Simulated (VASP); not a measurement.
# NaCl (Pm-3m) in VASP: settings compared

Aim: see how the results for NaCl move with the level of theory and the settings. Levels: PBEsol, r2SCAN. Tasks: electric field gradients.

Program: VASP 6.6.1. These are calculated values, not measurements. Logs are shortened: lines on timing, memory, paths and dates and some standing lists are left out, and cuts for length are marked.

## Step 1: The cell of the first run

It takes space group Pm-3m (No. 221, cubic). Conventional cell: a = 2.860 Å, b = 2.860 Å, c = 2.860 Å, α = 90.00°, β = 90.00°, γ = 90.00°. Na (site symmetry m-3m) has 8 Cl at 2.48 Å and 6 Na at 2.86 Å within 3.3 Å. Cl (site symmetry m-3m) has 8 Na at 2.48 Å and 6 Cl at 2.86 Å within 3.3 Å.

## Step 2: Electric field gradients, PBEsol

INCAR

```
SYSTEM = NaCl
  PREC = Accurate
  ENCUT = 520
  EDIFF = 1E-8
  ISMEAR = -1
  SIGMA = 0.03
  LREAL = .FALSE.
  LASPH = .TRUE.
  NELM = 80
  ALGO = Normal
  ISIF = 2
  LWAVE = .FALSE.
  LCHARG = .FALSE.
  GGA = PS
  LEFG = .TRUE.
  NBANDS = 14
```

KPOINTS

```
regular mesh
0
G
  9 9 9
  0 0 0
```

POSCAR

```
NaCl
1.0
    2.8600000000      0.0000000000      0.0000000000
    0.0000000000      2.8600000000      0.0000000000
    0.0000000000      0.0000000000      2.8600000000
Na Cl
1 1
Direct
    0.0000000000      0.0000000000      0.0000000000
    0.5000000000      0.5000000000      0.5000000000
```

Potentials or basis: VASP PAW PBE potentials, release 64 (Na_pv, Cl).

Launch:

```bash
cat potpaw_PBE.64/Na_pv/POTCAR potpaw_PBE.64/Cl/POTCAR > POTCAR
mpirun -np 1 vasp_std > vasp.out
```

OUTCAR:

```text
SYSTEM = NaCl
   PREC = Accurate
   ENCUT = 520
   EDIFF = 1E-8
   ISMEAR = -1
   LREAL = .FALSE.
   LASPH = .TRUE.
   NELM = 80
   ISIF = 2
   GGA = PS

 ion  position               nearest neighbor table
   1  0.000  0.000  0.000-   2 2.48   2 2.48   2 2.48   2 2.48   2 2.48   2 2.48   2 2.48   2 2.48

   2  0.500  0.500  0.500-   1 2.48   1 2.48   1 2.48   1 2.48   1 2.48   1 2.48   1 2.48   1 2.48

  LATTYP: Found a simple cubic cell.
 ALAT       =     2.8600000000

  Lattice vectors:

 A1 = (   2.8600000000,   0.0000000000,   0.0000000000)
 A2 = (   0.0000000000,   2.8600000000,   0.0000000000)
 A3 = (   0.0000000000,   0.0000000000,   2.8600000000)

Analysis of symmetry for initial positions (statically):
=====================================================================
 Subroutine PRICEL returns:
 Original cell was already a primitive cell.

 Routine SETGRP: Setting up the symmetry group for a
 simple cubic supercell.

 Subroutine GETGRP returns: Found 48 space group operations
 (whereof 48 operations were pure point group operations)
 out of a pool of 48 trial point group operations.

The static configuration has the point symmetry O_h .

Analysis of symmetry for dynamics (positions and initial velocities):
=====================================================================
 Subroutine PRICEL returns:
 Original cell was already a primitive cell.

 Routine SETGRP: Setting up the symmetry group for a
 simple cubic supercell.

 Subroutine GETGRP returns: Found 48 space group operations
 (whereof 48 operations were pure point group operations)
 out of a pool of 48 trial point group operations.

The dynamic configuration has the point symmetry O_h .

 Subroutine INISYM returns: Found 48 space group operations
 (whereof 48 operations are pure point group operations),
 and found     1 'primitive' translations

----------------------------------------------------------------------------------------

                                     Primitive cell

  volume of cell :      23.3937

  direct lattice vectors                    reciprocal lattice vectors
     2.860000000  0.000000000  0.000000000     0.349650350  0.000000000  0.000000000
     0.000000000  2.860000000  0.000000000     0.000000000  0.349650350  0.000000000
     0.000000000  0.000000000  2.860000000     0.000000000  0.000000000  0.349650350

  length of vectors
[... 138 lines left out ...]
  band No.  band energies     occupation
      1     -15.8192      2.00000
      2     -15.8192      2.00000
      3     -15.8192      2.00000
      4     -10.2452      2.00000
      5       5.4840      2.00000
      6       5.4840      2.00000
      7       5.4840      2.00000
      8      13.2580      0.00000
      9      13.2580      0.00000
     10      13.9585      0.00000
     11      24.6001      0.00000
     12      24.6001      0.00000
     13      24.6001      0.00000
     14      29.0608      0.00000
[... 377 lines left out ...]
      1     -16.1115      2.00000
      2     -16.0068      2.00000
      3     -15.7923      2.00000
      4      -7.9596      2.00000
      5       1.0866      2.00000
      6       2.3034      2.00000
      7       5.7668      2.00000
      8      12.5401      0.00000
      9      17.4693      0.00000
     10      17.8647      0.00000
     11      18.9782      0.00000
     12      22.9467      0.00000
     13      23.8751      0.00000
     14      27.8813      0.00000

 [... further k-points ...]

------------------------ aborting loop because EDIFF is reached ----------------------------------------

  FORCE on cell =-STRESS in cart. coord.  units (eV):
  Direction    XX          YY          ZZ          XY          YZ          ZX
  --------------------------------------------------------------------------------------
  -------------------------------------------------------------------------------------
  Total        8.7685081      8.7685081      8.7685081      0.0000000     -0.0000000      0.0000000
  in kB      600.5348192    600.5348192    600.5348192      0.0000000     -0.0000000      0.0000000
  external PRESSURE =     600.5348192 kB  Pullay stress =       0.0000000 kB

 VOLUME and BASIS-vectors are now :
 -----------------------------------------------------------------------------
  energy-cutoff  :      520.00
  volume of cell :       23.39
      direct lattice vectors                 reciprocal lattice vectors
     2.860000000  0.000000000  0.000000000     0.349650350  0.000000000  0.000000000
     0.000000000  2.860000000  0.000000000     0.000000000  0.349650350  0.000000000
     0.000000000  0.000000000  2.860000000     0.000000000  0.000000000  0.349650350

 POSITION                                       TOTAL-FORCE (eV/Angst)
 -----------------------------------------------------------------------------------
      0.00000      0.00000      0.00000         0.000000      0.000000      0.000000
      1.43000      1.43000      1.43000         0.000000      0.000000      0.000000
 -----------------------------------------------------------------------------------
    total drift:                                0.000000     -0.000000     -0.000000

  FREE ENERGIE OF THE ION-ELECTRON SYSTEM (eV)
  ---------------------------------------------------
  free  energy   TOTEN  =        -4.7802325787 eV

  energy  without entropy=       -4.7802325787  energy(sigma->0) =       -4.78023258

 Electric field gradients (V/A^2)
---------------------------------------------------------------------
 ion       V_xx      V_yy      V_zz      V_xy      V_xz      V_yz
---------------------------------------------------------------------
   1      -0.000    -0.000    -0.000     0.000     0.000    -0.000
   2      -0.000     0.000    -0.000     0.000    -0.000     0.000
---------------------------------------------------------------------

 Electric field gradients after diagonalization (V/A^2)
 (convention: |V_zz| > |V_xx| > |V_yy|)
----------------------------------------------------------------------
 ion       V_xx      V_yy      V_zz     asymmetry (V_yy - V_xx)/ V_zz
----------------------------------------------------------------------
   1      -0.000    -0.000    -0.000      -0.496
   2       0.000    -0.000    -0.000       0.172
----------------------------------------------------------------------

           NMR quadrupolar parameters

 Cq : quadrupolar parameter    Cq=e*Q*V_zz/h
 eta: asymmetry parameters     (V_yy - V_xx)/ V_zz
 Q  : nuclear electric quadrupole moment in mb (millibarn)
----------------------------------------------------------------------
 ion       Cq(MHz)       eta       Q (mb)
----------------------------------------------------------------------
   1      -0.000      -0.496       1.000
   2      -0.000       0.172       1.000
----------------------------------------------------------------------
```

It took 5.4 s on 1 thread of Intel Xeon 6975P-C (Granite Rapids), shared host; peak memory 0.13 GiB.

Results:

```yaml
Free_energy: -4.7802 eV
Pressure: 60.1 GPa
Band_gap_on_the_k_mesh: 4.56 eV, direct
```

Caveat: without QUAD_EFG the Cq values of the log hold for a quadrupole moment of 1 mb, not for the nuclei; the PAW data sets were made with another functional, which shifts forces and pressure a little.

## Step 3: Electric field gradients, r2SCAN

POSCAR is that of step 2.

INCAR.step1

```
PREC = Accurate
ENCUT = 520
ISMEAR = -1
SIGMA = 0.03
LREAL = F
LASPH = T
NELM = 60
NBANDS = 14
GGA = PE
ALGO = Normal
EDIFF = 1E-4
LWAVE = T
LCHARG = F
```

INCAR.step2

```
PREC = Accurate
ENCUT = 520
EDIFF = 1E-8
ISMEAR = -1
SIGMA = 0.03
LREAL = F
LASPH = T
NELM = 60
ALGO = Normal
ISIF = 2
LWAVE = F
LCHARG = F
METAGGA = R2SCAN
LMIXTAU = T
LEFG = T
NBANDS = 14
ISTART = 1
```

KPOINTS

```
Automatic mesh
0
Gamma
  9 9 9
```

Potentials or basis: VASP PAW PBE potentials, release 64 (Na_pv, Cl).

Launch:

```bash
cat potpaw_PBE.64/Na_pv/POTCAR potpaw_PBE.64/Cl/POTCAR > POTCAR
cp INCAR.step1 INCAR
mpirun -np 1 vasp_std > vasp.out
cp INCAR.step2 INCAR
mpirun -np 1 vasp_std > vasp.out
```

OUTCAR:

```text
PREC = Accurate
   ENCUT = 520
   EDIFF = 1E-8
   ISMEAR = -1
   LREAL = F
   LASPH = T
   NELM = 60
   ISIF = 2
   METAGGA = R2SCAN
   ISTART = 1

 ion  position               nearest neighbor table
   1  0.000  0.000  0.000-   2 2.48   2 2.48   2 2.48   2 2.48   2 2.48   2 2.48   2 2.48   2 2.48

   2  0.500  0.500  0.500-   1 2.48   1 2.48   1 2.48   1 2.48   1 2.48   1 2.48   1 2.48   1 2.48

  LATTYP: Found a simple cubic cell.
 ALAT       =     2.8600000000

  Lattice vectors:

 A1 = (   2.8600000000,   0.0000000000,   0.0000000000)
 A2 = (   0.0000000000,   2.8600000000,   0.0000000000)
 A3 = (   0.0000000000,   0.0000000000,   2.8600000000)

Analysis of symmetry for initial positions (statically):
=====================================================================
 Subroutine PRICEL returns:
 Original cell was already a primitive cell.

 Routine SETGRP: Setting up the symmetry group for a
 simple cubic supercell.

 Subroutine GETGRP returns: Found 48 space group operations
 (whereof 48 operations were pure point group operations)
[... 596 lines left out ...]
     2.860000000  0.000000000  0.000000000     0.349650350  0.000000000  0.000000000
     0.000000000  2.860000000  0.000000000     0.000000000  0.349650350  0.000000000
     0.000000000  0.000000000  2.860000000     0.000000000  0.000000000  0.349650350

 POSITION                                       TOTAL-FORCE (eV/Angst)
 -----------------------------------------------------------------------------------
      0.00000      0.00000      0.00000         0.000000      0.000000      0.000000
      1.43000      1.43000      1.43000         0.000000      0.000000      0.000000
 -----------------------------------------------------------------------------------
    total drift:                                0.000000     -0.000000     -0.000000

  FREE ENERGIE OF THE ION-ELECTRON SYSTEM (eV)
  ---------------------------------------------------
  free  energy   TOTEN  =       -11.4087966028 eV

  energy  without entropy=      -11.4087966028  energy(sigma->0) =      -11.40879660

 Electric field gradients (V/A^2)
---------------------------------------------------------------------
 ion       V_xx      V_yy      V_zz      V_xy      V_xz      V_yz
---------------------------------------------------------------------
   1       0.000     0.000    -0.000     0.000    -0.000    -0.000
   2       0.000     0.000     0.000     0.000     0.000    -0.000
---------------------------------------------------------------------

 Electric field gradients after diagonalization (V/A^2)
 (convention: |V_zz| > |V_xx| > |V_yy|)
----------------------------------------------------------------------
 ion       V_xx      V_yy      V_zz     asymmetry (V_yy - V_xx)/ V_zz
----------------------------------------------------------------------
   1       0.000     0.000    -0.000       0.097
   2       0.000     0.000     0.000      -0.031
----------------------------------------------------------------------

           NMR quadrupolar parameters

 Cq : quadrupolar parameter    Cq=e*Q*V_zz/h
 eta: asymmetry parameters     (V_yy - V_xx)/ V_zz
 Q  : nuclear electric quadrupole moment in mb (millibarn)
----------------------------------------------------------------------
 ion       Cq(MHz)       eta       Q (mb)
----------------------------------------------------------------------
   1      -0.000       0.097       1.000
   2       0.000      -0.031       1.000
----------------------------------------------------------------------
```

Wall time 17 s (1 thread of Intel Xeon 6975P-C (Granite Rapids), shared host); peak memory 0.14 GiB.

Results:

- Free energy: -11.4088 eV
- Pressure: 63.4 GPa
- Band gap on the k mesh: 5.42 eV, direct

Levels at points of the mesh, in eV from the valence-band top:
```
           k point  band 3  band 4  band 5  band 6  band 7  band 8  band 9  band 10  band 11  band 12
(0.00, 0.00, 0.00)  -23.48  -17.58   -1.23   -1.23   -1.23    7.27    7.27     8.61    18.63    18.63
```

Caveat: without QUAD_EFG the Cq values of the log hold for a quadrupole moment of 1 mb, not for the nuclei; the PAW data sets were made with another functional, which shifts forces and pressure a little.
